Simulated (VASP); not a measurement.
Input of a VASP 6.6.1 run:

The input POSCAR:

```
Zr
1.0
    5.0401747941      0.0000000000      0.0000000000
   -2.5200873970      4.3649194112      0.0000000000
    0.0000000000      0.0000000000      3.1544916211
Zr
3
Direct
    0.0000000000      0.0000000000      1.0000000000
    0.3333333333      0.6666666667      0.5000000000
    0.6666666667      0.3333333333      0.5000000000
```

File INCAR.step1:

```
PREC = Accurate ; ENCUT = 520
ISMEAR = -1 ; SIGMA = 0.05
LREAL = False ; LASPH = True
NELM = 150 ; ISPIN = 2
MAGMOM = 1 1 1 ; LMAXMIX = 4
NBANDS = 29 ; GGA = PE
ALGO = Normal ; EDIFF = 1E-4
LWAVE = True ; LCHARG = False
```

INCAR.step2

```
PREC = Accurate ; ENCUT = 520
EDIFF = 1E-6 ; ISMEAR = -1
SIGMA = 0.05 ; LREAL = False
LASPH = True ; NELM = 150
ALGO = Normal ; ISIF = 2
LWAVE = False ; LCHARG = True
ISPIN = 2 ; MAGMOM = 1 1 1
LORBIT = 11 ; LMAXMIX = 4
METAGGA = R2SCAN ; LMIXTAU = True
LELF = True ; LVHAR = True
NBANDS = 29 ; ISTART = 1
```

The input KPOINTS:

```
Automatic mesh
0
Gamma
  8 8 11
```

Potentials or basis: VASP PAW PBE potentials, release 64 (Zr_sv).

Run with:

```sh
$ cat potpaw_PBE.64/Zr_sv/POTCAR > POTCAR
$ cp INCAR.step1 INCAR
$ mpirun -np 1 vasp_std > vasp.out
$ cp INCAR.step2 INCAR
$ mpirun -np 1 vasp_std > vasp.out
```

(1) Predict the band gap on the k mesh.

(2) Predict the net moment.

(3) What does it give for the pressure?

## Answers

(1) zero (filled and empty bands overlap).

(2) 0.00 μB per cell.

(3) 0.0 GPa.

Caveat: the PAW data sets were made with another functional, which shifts forces and pressure a little.
